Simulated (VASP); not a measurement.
# Si (Ia-3) in VASP: a series of runs

Runs on Si. Level: PBE. Tasks: single point.

Program: VASP 6.6.1. These are calculated values, not measurements. Logs are shortened: lines on timing, memory, paths and dates and some standing lists are left out, and cuts for length are marked.

## 1. The cell of the first run

Symmetry: Ia-3, No. 206, cubic system. The conventional cell has a = 6.622 Å, b = 6.622 Å, c = 6.622 Å, α = 90.00°, β = 90.00°, γ = 90.00°. Si (site symmetry 3) has 4 Si at 2.36 to 2.38 Å within 3.1 Å.

## 2. Single point, PBE

Contents of INCAR:

```
PREC = Accurate
ENCUT = 520
EDIFF = 1E-7
ISMEAR = 1
SIGMA = 0.02
LREAL = F
LASPH = T
NELM = 100
ALGO = Normal
ISIF = 2
LWAVE = F
LCHARG = F
GGA = PE
NBANDS = 26
```

Contents of KPOINTS:

```
Automatic mesh
0
Gamma
  8 8 8
```

Contents of POSCAR:

```
Si
1.0
   -3.3109000000      3.3109000000      3.3109000000
    3.3109000000     -3.3109000000      3.3109000000
    3.3109000000      3.3109000000     -3.3109000000
Si
8
Direct
    0.2060000000      0.2060000000      0.2060000000
    0.5000000000      0.0000000000      0.2940000000
    0.2940000000      0.5000000000      0.0000000000
    0.0000000000      0.2940000000      0.5000000000
    0.7940000000      0.7940000000      0.7940000000
    0.5000000000      0.0000000000      0.7060000000
    0.7060000000      0.5000000000      0.0000000000
    0.0000000000      0.7060000000      0.5000000000
```

Potentials or basis: VASP PAW PBE potentials, release 64 (Si).

Started as:

```bash
> cat potpaw_PBE.64/Si/POTCAR > POTCAR
> mpirun -np 1 vasp_std > vasp.out
```

OUTCAR:

```text
PREC = Accurate
   ENCUT = 520
   EDIFF = 1E-7
   ISMEAR = 1
   LREAL = F
   LASPH = T
   NELM = 100
   ISIF = 2
   GGA = PE

 ion  position               nearest neighbor table
   1  0.206  0.206  0.206-   5 2.36   3 2.38   4 2.38   2 2.38
   2  0.500  0.000  0.294-   6 2.36   4 2.38   1 2.38   3 2.38
   3  0.294  0.500  0.000-   7 2.36   2 2.38   1 2.38   4 2.38
   4  0.000  0.294  0.500-   8 2.36   2 2.38   1 2.38   3 2.38
   5  0.794  0.794  0.794-   1 2.36   6 2.38   7 2.38   8 2.38
   6  0.500  0.000  0.706-   2 2.36   8 2.38   7 2.38   5 2.38
   7  0.706  0.500  0.000-   3 2.36   5 2.38   8 2.38   6 2.38
   8  0.000  0.706  0.500-   4 2.36   6 2.38   5 2.38   7 2.38

  LATTYP: Found a body centered cubic cell.
 ALAT       =     6.6218000000

  Lattice vectors:

 A1 = (  -3.3109000000,   3.3109000000,   3.3109000000)
 A2 = (   3.3109000000,  -3.3109000000,   3.3109000000)
 A3 = (   3.3109000000,   3.3109000000,  -3.3109000000)

Analysis of symmetry for initial positions (statically):
=====================================================================
 Subroutine PRICEL returns:
 Original cell was already a primitive cell.

 Routine SETGRP: Setting up the symmetry group for a
 body centered cubic supercell.

 Subroutine GETGRP returns: Found 24 space group operations
 (whereof  6 operations were pure point group operations)
 out of a pool of 48 trial point group operations.

The static configuration has the point symmetry S_6 .
 The point group associated with its full space group is T_h .

Analysis of symmetry for dynamics (positions and initial velocities):
=====================================================================
 Subroutine PRICEL returns:
 Original cell was already a primitive cell.

 Routine SETGRP: Setting up the symmetry group for a
 body centered cubic supercell.

 Subroutine GETGRP returns: Found 24 space group operations
 (whereof  6 operations were pure point group operations)
 out of a pool of 48 trial point group operations.

The dynamic configuration has the point symmetry S_6 .
 The point group associated with its full space group is T_h .

 Subroutine INISYM returns: Found 24 space group operations
 (whereof  6 operations are pure point group operations),
 and found     1 'primitive' translations

----------------------------------------------------------------------------------------

[... 110 lines left out ...]
   ISIF   =      2    stress and relaxation
   ISYM   =      2    0-nonsym 1-usesym 2-fastsym
   POTIM  = 0.5000    time-step for ionic-motion
   TEBEG  =    0.0;   TEEND  =   0.0 temperature during run
   PSTRESS=    0.0 pullay stress
   NELECT =      32.0000    total number of electrons
   NUPDOWN=      -1.0000    fix difference up-down
   EMIN   =  10.00;   EMAX   =-10.00  energy-range for DOS
   EFERMI =   0.00;   METHOD = LEGACY
   ISMEAR =     1;   SIGMA  =   0.02  broadening in eV -4-tet -1-fermi 0-gaus
   EFERMI_NEDOS =   21; number of points for ismear=-14 and -15
   IALGO  =     38    algorithm
   IMIX   =      4    mixing-type and parameters
     AMIX     =   0.40;   BMIX     =  1.00
     AMIX_MAG =   1.60;   BMIX_MAG =  1.00
  volume/ion in A,a.u.               =      18.15       122.46
  Fermi-wavevector in a.u.,A,eV,Ry     =   0.988915  1.868778 13.305844  0.977952
  Thomas-Fermi vector in A             =   2.120476
   LORBIT       =      0    0 simple, 1 ext, 2 COOP (PROOUT), +10 PAW based schemes
   GGA     = PE    functional components
   LHFCALC =     F    Hartree Fock is set to
   AEXX    =    0.0000 exact exchange contribution
   IVDW    =     0    specifies the selected vdW correction
   LEPSILON=     F    determine dielectric tensor
   LRPA    =     F    only Hartree local field effects (RPA)
 non-spin polarized calculation
 Methfessel and Paxton  Order N= 1 SIGMA  =   0.02
  energy-cutoff  :      520.00
  volume of cell :      145.18
 maximum number of plane-waves:      3945
 NGX is ok and might be reduce to    48
   NGX = 21   NGY = 21   NGZ = 21

 number of electron      31.9999998 magnetization

 Free energy of the ion-electron system (eV)
  ---------------------------------------------------
  ext. energy  EPLUGINS =         0.00000000
  ---------------------------------------------------
  free energy    TOTEN  =       -42.11171299 eV

  energy without entropy =      -42.11174468  energy(sigma->0) =      -42.11172355

 E-fermi :   7.2060     XC(G=0): -10.0009

 val. band max:        7.1812371049   @ k =   0.5000   0.5000   0.3750
 cond. band min:       7.2153206060   @ k =   0.5000   0.5000   0.3750
 fundamental gap:      0.0340835012
 Fermi energy:         7.2060144802

 k-point     1 :       0.0000    0.0000    0.0000
  band No.  band energies     occupation
      1      -5.5415      2.00000
      2      -1.1984      2.00000
      3      -0.7419      2.00000
      4      -0.7419      2.00000
      5      -0.7419      2.00000
      6       0.7068      2.00000
[... 685 lines left out ...]
     25      11.1947      0.00000
     26      11.7852      0.00000

 [... further k-points ...]

------------------------ aborting loop because EDIFF is reached ----------------------------------------

  FORCE on cell =-STRESS in cart. coord.  units (eV):
  Direction    XX          YY          ZZ          XY          YZ          ZX
  --------------------------------------------------------------------------------------
  -------------------------------------------------------------------------------------
  Total        0.8037901      0.8037901      0.8037901     -0.0000000     -0.0000000     -0.0000000
  in kB        8.8706415      8.8706415      8.8706415     -0.0000000     -0.0000000     -0.0000000
  external PRESSURE =       8.8706415 kB  Pullay stress =       0.0000000 kB

 VOLUME and BASIS-vectors are now :
 -----------------------------------------------------------------------------
  energy-cutoff  :      520.00
  volume of cell :      145.18
      direct lattice vectors                 reciprocal lattice vectors
    -3.310900000  3.310900000  3.310900000     0.000000000  0.151016340  0.151016340
     3.310900000 -3.310900000  3.310900000     0.151016340  0.000000000  0.151016340
     3.310900000  3.310900000 -3.310900000     0.151016340  0.151016340  0.000000000

 POSITION                                       TOTAL-FORCE (eV/Angst)
 -----------------------------------------------------------------------------------
      0.68205      0.68205      0.68205        -0.114170     -0.114170     -0.114170
     -0.68205      2.62885      0.68205         0.114170      0.114170     -0.114170
      0.68205     -0.68205      2.62885        -0.114170      0.114170      0.114170
      2.62885      0.68205     -0.68205         0.114170     -0.114170      0.114170
      2.62885      2.62885      2.62885         0.114170      0.114170      0.114170
      0.68205      3.99295     -0.68205        -0.114170     -0.114170      0.114170
     -0.68205      0.68205      3.99295         0.114170     -0.114170     -0.114170
      3.99295     -0.68205      0.68205        -0.114170      0.114170     -0.114170
 -----------------------------------------------------------------------------------
    total drift:                               -0.000000     -0.000000      0.000000

  FREE ENERGIE OF THE ION-ELECTRON SYSTEM (eV)
  ---------------------------------------------------
  free  energy   TOTEN  =       -42.1117129936 eV

  energy  without entropy=      -42.1117446769  energy(sigma->0) =      -42.11172355
```

OSZICAR:

```text
N       E                     dE             d eps       ncg     rms          rms(c)
DAV:   1     0.583807113568E+02    0.58381E+02   -0.12105E+04  1820   0.102E+03
DAV:   2    -0.379134105764E+02   -0.96294E+02   -0.87993E+02  2274   0.145E+02
DAV:   3    -0.426448119407E+02   -0.47314E+01   -0.45981E+01  2452   0.286E+01
DAV:   4    -0.427179680333E+02   -0.73156E-01   -0.72923E-01  2256   0.437E+00
DAV:   5    -0.427192502126E+02   -0.12822E-02   -0.12810E-02  2414   0.536E-01    0.938E+00
DAV:   6    -0.422541372613E+02    0.46511E+00   -0.31748E-01  2270   0.239E+00    0.558E+00
DAV:   7    -0.421156920859E+02    0.13845E+00   -0.42652E-01  2298   0.271E+00    0.670E-01
DAV:   8    -0.421115984563E+02    0.40936E-02   -0.64309E-02  2150   0.120E+00    0.339E-01
DAV:   9    -0.421119111526E+02   -0.31270E-03   -0.25342E-03  2284   0.279E-01    0.166E-01
DAV:  10    -0.421117428029E+02    0.16835E-03   -0.35474E-04  2274   0.931E-02    0.609E-02
DAV:  11    -0.421117140089E+02    0.28794E-04   -0.20717E-04  2268   0.613E-02    0.275E-02
DAV:  12    -0.421117138798E+02    0.12907E-06   -0.27743E-05  2132   0.247E-02    0.171E-02
DAV:  13    -0.421117131260E+02    0.75379E-06   -0.11692E-06  2372   0.509E-03    0.396E-03
DAV:  14    -0.421117129959E+02    0.13015E-06   -0.53074E-07  2150   0.316E-03    0.172E-03
DAV:  15    -0.421117129936E+02    0.22524E-08   -0.92780E-08  1170   0.151E-03
   1 F= -.42111713E+02 E0= -.42111724E+02  d E =0.316833E-04
```

stdout:

```text
POSCAR found type information on POSCAR Si
 POSCAR found :  1 types and       8 ions
 scaLAPACK will be used
 LDA part: xc-table for (Slater+PW92), standard interpolation
 POSCAR, INCAR and KPOINTS ok, starting setup
 FFT: planning ... GRIDC
 FFT: planning ... GRID_SOFT
 FFT: planning ... GRID
 WAVECAR not read
 entering main loop
```

Wall time 74 s (1 thread of Intel Xeon 6975P-C (Granite Rapids), shared host); peak memory 0.35 GiB.

What came out:

```
Free energy            : -42.1117 eV
Pressure               : 0.9 GPa
Largest force          : 0.198 eV/Å
Band gap on the k mesh : zero (bands 16 and 17 overlap by 0.21 eV)
```

Forces on the atoms (eV/Å):
```
Si  -0.114 -0.114 -0.114
Si   0.114  0.114 -0.114
Si  -0.114  0.114  0.114
Si   0.114 -0.114  0.114
Si   0.114  0.114  0.114
Si  -0.114 -0.114  0.114
Si   0.114 -0.114 -0.114
Si  -0.114  0.114 -0.114
```

Caveat: semilocal functionals underestimate gaps, and a narrow one can read as zero.

## 3. Single point, PBE

Contents of INCAR:

```
SYSTEM = Si
ALGO     = Normal         ! electronic algorithm
EDIFF    = 1E-6           ! SCF threshold, eV
ENCUT    = 520            ! plane-wave cutoff, eV
GGA      = PE             ! functional
ISIF     = 2              ! what is computed and relaxed
ISMEAR   = 1              ! smearing method
LASPH    = .True.         ! aspherical terms in the spheres
LCHARG   = .False.        ! write CHGCAR
LREAL    = .False.        ! projectors in reciprocal space
LWAVE    = .False.        ! write WAVECAR
NBANDS   = 26             ! bands
NELM     = 100            ! most SCF steps
PREC     = Accurate       ! precision mode
SIGMA    = 0.5            ! smearing width, eV
```

Contents of KPOINTS:

```
k-points
0
Gamma
  8 8 8
  0 0 0
```

POSCAR is that of step 2.

Potentials or basis: VASP PAW PBE potentials, release 64 (Si).

Started as:

```bash
> cat potpaw_PBE.64/Si/POTCAR > POTCAR
> mpirun -np 1 vasp_std > vasp.out
```

OUTCAR:

```text
SYSTEM = Si
   EDIFF = 1E-6
   ENCUT = 520
   GGA = PE
   ISIF = 2
   ISMEAR = 1
   LASPH = .True.
   LREAL = .False.
   NELM = 100
   PREC = Accurate

 ion  position               nearest neighbor table
   1  0.206  0.206  0.206-   5 2.36   3 2.38   4 2.38   2 2.38
   2  0.500  0.000  0.294-   6 2.36   4 2.38   1 2.38   3 2.38
   3  0.294  0.500  0.000-   7 2.36   2 2.38   1 2.38   4 2.38
   4  0.000  0.294  0.500-   8 2.36   2 2.38   1 2.38   3 2.38
   5  0.794  0.794  0.794-   1 2.36   6 2.38   7 2.38   8 2.38
   6  0.500  0.000  0.706-   2 2.36   8 2.38   7 2.38   5 2.38
   7  0.706  0.500  0.000-   3 2.36   5 2.38   8 2.38   6 2.38
   8  0.000  0.706  0.500-   4 2.36   6 2.38   5 2.38   7 2.38

  LATTYP: Found a body centered cubic cell.
 ALAT       =     6.6218000000

  Lattice vectors:

 A1 = (  -3.3109000000,   3.3109000000,   3.3109000000)
 A2 = (   3.3109000000,  -3.3109000000,   3.3109000000)
 A3 = (   3.3109000000,   3.3109000000,  -3.3109000000)

Analysis of symmetry for initial positions (statically):
[... 195 lines left out ...]
 k-point     1 :       0.0000    0.0000    0.0000
  band No.  band energies     occupation
      1      -5.5433      2.00000
      2      -1.1994      2.00000
      3      -0.7456      2.00000
      4      -0.7456      2.00000
      5      -0.7456      2.00000
      6       0.7057      2.00000
[... 685 lines left out ...]
     25      11.1932     -0.00000
     26      11.7834     -0.00000

 [... further k-points ...]

------------------------ aborting loop because EDIFF is reached ----------------------------------------

  FORCE on cell =-STRESS in cart. coord.  units (eV):
  Direction    XX          YY          ZZ          XY          YZ          ZX
  --------------------------------------------------------------------------------------
  -------------------------------------------------------------------------------------
  Total        0.7675453      0.7675453      0.7675453      0.0000000     -0.0000000     -0.0000000
  in kB        8.4706432      8.4706432      8.4706432      0.0000000     -0.0000000     -0.0000000
  external PRESSURE =       8.4706432 kB  Pullay stress =       0.0000000 kB

 VOLUME and BASIS-vectors are now :
 -----------------------------------------------------------------------------
  energy-cutoff  :      520.00
  volume of cell :      145.18
      direct lattice vectors                 reciprocal lattice vectors
    -3.310900000  3.310900000  3.310900000     0.000000000  0.151016340  0.151016340
     3.310900000 -3.310900000  3.310900000     0.151016340  0.000000000  0.151016340
     3.310900000  3.310900000 -3.310900000     0.151016340  0.151016340  0.000000000

 POSITION                                       TOTAL-FORCE (eV/Angst)
 -----------------------------------------------------------------------------------
      0.68205      0.68205      0.68205        -0.098650     -0.098650     -0.098650
     -0.68205      2.62885      0.68205         0.098650      0.098650     -0.098650
      0.68205     -0.68205      2.62885        -0.098650      0.098650      0.098650
      2.62885      0.68205     -0.68205         0.098650     -0.098650      0.098650
      2.62885      2.62885      2.62885         0.098650      0.098650      0.098650
      0.68205      3.99295     -0.68205        -0.098650     -0.098650      0.098650
     -0.68205      0.68205      3.99295         0.098650     -0.098650     -0.098650
      3.99295     -0.68205      0.68205        -0.098650      0.098650     -0.098650
 -----------------------------------------------------------------------------------
    total drift:                               -0.000000     -0.000000      0.000000

  FREE ENERGIE OF THE ION-ELECTRON SYSTEM (eV)
  ---------------------------------------------------
  free  energy   TOTEN  =       -42.1017473656 eV

  energy  without entropy=      -42.1362054665  energy(sigma->0) =      -42.11323340
```

OSZICAR:

```text
N       E                     dE             d eps       ncg     rms          rms(c)
DAV:   1     0.583839523377E+02    0.58384E+02   -0.12105E+04  1820   0.102E+03
DAV:   2    -0.378954024413E+02   -0.96279E+02   -0.88071E+02  2274   0.145E+02
DAV:   3    -0.426269365562E+02   -0.47315E+01   -0.46042E+01  2452   0.286E+01
DAV:   4    -0.426999142588E+02   -0.72978E-01   -0.72744E-01  2256   0.437E+00
DAV:   5    -0.427011856635E+02   -0.12714E-02   -0.12703E-02  2414   0.535E-01    0.937E+00
DAV:   6    -0.422441498971E+02    0.45704E+00   -0.31151E-01  2270   0.236E+00    0.557E+00
DAV:   7    -0.421060679279E+02    0.13808E+00   -0.42325E-01  2290   0.270E+00    0.659E-01
DAV:   8    -0.421017064000E+02    0.43615E-02   -0.66006E-02  2158   0.121E+00    0.339E-01
DAV:   9    -0.421020714661E+02   -0.36507E-03   -0.30161E-03  2276   0.301E-01    0.173E-01
DAV:  10    -0.421017788933E+02    0.29257E-03   -0.49939E-04  2282   0.112E-01    0.602E-02
DAV:  11    -0.421017489527E+02    0.29941E-04   -0.26058E-04  2260   0.670E-02    0.286E-02
DAV:  12    -0.421017482630E+02    0.68964E-06   -0.32048E-05  2132   0.266E-02    0.183E-02
DAV:  13    -0.421017473656E+02    0.89741E-06   -0.13619E-06  1396   0.564E-03
   1 F= -.42101747E+02 E0= -.42113233E+02  d E =0.344581E-01
```

stdout:

```text
POSCAR found type information on POSCAR Si
 POSCAR found :  1 types and       8 ions
 scaLAPACK will be used
 LDA part: xc-table for (Slater+PW92), standard interpolation
 POSCAR, INCAR and KPOINTS ok, starting setup
 FFT: planning ... GRIDC
 FFT: planning ... GRID_SOFT
 FFT: planning ... GRID
 WAVECAR not read
 entering main loop
```

It took 63 s on 1 thread of Intel Xeon 6975P-C (Granite Rapids), shared host; peak memory 0.34 GiB.

Results:

- Free energy: -42.1017 eV
- Pressure: 0.8 GPa
- Largest force: 0.171 eV/Å
- Band gap on the k mesh: zero (bands 16 and 17 overlap by 0.21 eV)

Forces in eV/Å, atoms in the order of the input:
```
Si  -0.099 -0.099 -0.099
Si   0.099  0.099 -0.099
Si  -0.099  0.099  0.099
Si   0.099 -0.099  0.099
Si   0.099  0.099  0.099
Si  -0.099 -0.099  0.099
Si   0.099 -0.099 -0.099
Si  -0.099  0.099 -0.099
```

Caveat: so wide a smearing shifts energies and pressures; semilocal functionals underestimate gaps, and a narrow one can read as zero.

The gap in the log of VASP goes by the Fermi energy; the results here count the filled bands.